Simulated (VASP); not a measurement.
Pb: single point with PBE

The system is Pb.

```
Pb
1.0
     5.69531    0.00000    0.00000
    -2.84765    4.93228    0.00000
     0.00000    0.00000    3.44177
Pb
3
Direct
  0.00000 0.00000 0.00000
  0.33333 0.66667 0.50000
  0.66667 0.33333 0.50000
```

| Quantity | Value |
| --- | --- |
| Program | VASP 6.6.1 |
| Task | single point |
| Functional | PBE |
| Potentials or basis | VASP PAW PBE potentials, release 64 (Pb_d) |
| Cutoff | 520 eV |
| k mesh | 7 × 7 × 10 |
| Occupations | fermi-dirac, width 0.1 eV |
| Spin | no spin polarisation |

The pressure is 0.0 GPa and the band gap on the k mesh is zero (band 21 reaches 8.45 eV, above the bottom of band 22 at 4.72 eV).

Stress tensor (GPa, compression positive):
```
 0.22  0.00  0.00
 0.00  0.22  0.00
 0.00  0.00 -0.51
```

Levels at points of the mesh, in eV from the Fermi level:
```tsv
k point	band 18	band 19	band 20	band 21	band 22	band 23	band 24	band 25
(0.00, 0.00, 0.00)	-7.06	-1.96	-1.96	-1.84	-1.84	2.94	6.78	7.19
(0.00, 0.00, 0.50)	-5.34	-2.07	-1.23	-0.24	-0.24	-0.18	0.98	0.98
```

It took 83 s on 1 thread of Intel Xeon 6975P-C, on a shared host, peak memory 0.26 GiB.

Caveat: spin-orbit coupling is left out, which moves the levels of the heavy elements.
